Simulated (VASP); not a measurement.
# Mg: single point with PBE

Mg:

```xyz
4
Lattice="3.2103 0.0000 0.0000 -1.6051 2.7802 0.0000 0.0000 0.0000 10.3191" Properties=species:S:1:pos:R:3 pbc="T T T"
Mg    0.0000    0.0000    0.0000
Mg    0.0000    1.8535    2.5798
Mg    0.0000    0.0000    5.1596
Mg    1.6051    0.9267    7.7393
```

```
Program                : VASP 6.6.1
Task                   : single point
Functional             : PBE
Potentials or basis    : VASP PAW PBE potentials, release 64 (Mg)
Cutoff                 : 520 eV
k mesh                 : 15 × 15 × 4
Occupations            : gaussian, width 0.1 eV
Spin                   : no spin polarisation
Dipole correction      : no
Further INCAR settings : ALGO = Normal; EDIFF = 1e-06; NBANDS = 12
```

```json
{
  "Pressure": "-0.1 GPa",
  "Band gap on the k mesh": "zero (band 4 reaches 3.57 eV, above the bottom of band 5 at 1.47 eV)"
}
```

Levels at points of the mesh, in eV from the Fermi level:
```tsv
k point	band 2	band 3	band 4	band 5	band 6	band 7
(0.00, 0.00, 0.00)	-5.51	-5.51	-1.62	-1.14	5.17	5.18
(0.00, 0.00, 0.50)	-6.56	-3.78	-3.78	1.62	1.62	9.19
```

Run time: 51 s on 1 thread of Intel(R) Xeon(R) Platinum 8375C CPU @ 2.90GHz (Ice Lake), with other jobs on the host, peak memory 0.24 GiB.
